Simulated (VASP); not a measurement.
**W8C9: single point with PBE+D3(BJ)**

The system is W8C9, a slab with vacuum.

```xyz
17
Lattice="5.8332 0.0000 0.0000 0.0000 5.6789 0.0000 0.0000 0.0000 17.2097" Properties=species:S:1:pos:R:3 pbc="T T T"
W     0.0000    0.0000    1.0000
W     1.4661    0.0319    3.4893
W     0.0000    2.8394    1.0000
W     1.4801    2.8259    3.5068
W     2.9166    0.0000    1.0000
W     4.3556    0.0065    3.3340
W     2.9166    2.8394    1.0000
W     4.4158    2.8475    3.5850
C     2.8773    1.4403    2.5622
C     1.2860    1.4176    4.8670
C     2.9994    4.2345    2.4699
C     2.7260    4.2413    4.4898
C     5.7522    1.4305    2.5389
C     4.3548    1.3181    5.1030
C     5.8714    4.2461    2.6768
C     4.0286    4.4437    5.0995
C     4.3326    0.0883    5.4878
```

```
Program             : VASP 6.6.1
Task                : single point
Functional          : PBE
Dispersion          : D3(BJ)
Potentials or basis : VASP PAW PBE potentials, release 64 (W_sv, C)
Cutoff              : 520 eV
k mesh              : 3 × 3 × 1
Occupations         : fermi-dirac, width 0.15 eV
Spin                : no spin polarisation
```

```json
{
 "Largest force": "0.939 eV/Å",
 "Band gap on the k mesh": "zero (bands 74 and 75 overlap by 0.22 eV)",
 "Dispersion energy per atom": "-0.257 eV"
}
```

Forces on the atoms (eV/Å):
```
W    0.268 -0.139 -0.326
W   -0.001 -0.082 -0.002
W    0.047  0.218  0.887
W   -0.011  0.057  0.004
W   -0.343  0.302 -0.820
W    0.041  0.023 -0.029
W    0.037 -0.378  0.029
W    0.019 -0.018  0.001
C   -0.003 -0.005  0.009
C   -0.028  0.002  0.110
C   -0.002  0.006 -0.020
C   -0.038 -0.009  0.026
C   -0.001  0.018 -0.003
C    0.015  0.104  0.019
C   -0.017  0.002 -0.011
C    0.025 -0.002  0.064
C   -0.009 -0.098  0.062
```

Levels at points of the mesh, in eV from the Fermi level:
```
           k point  band 70  band 71  band 72  band 73  band 74  band 75  band 76  band 77  band 78  band 79
(0.00, 0.00, 0.00)    -0.69    -0.62    -0.31    -0.25     0.17     0.33     0.64     0.91     1.13     1.39
```

Wall time 5.8 min on 1 thread of Intel(R) Xeon(R) Platinum 8559C (Emerald Rapids), on a shared host, peak memory 0.62 GiB.

Caveat: the k points lie up to 0.37 Å⁻¹ apart; there is no dipole correction, which matters where the two faces differ; spin-orbit coupling is left out, which moves the levels of the heavy elements.
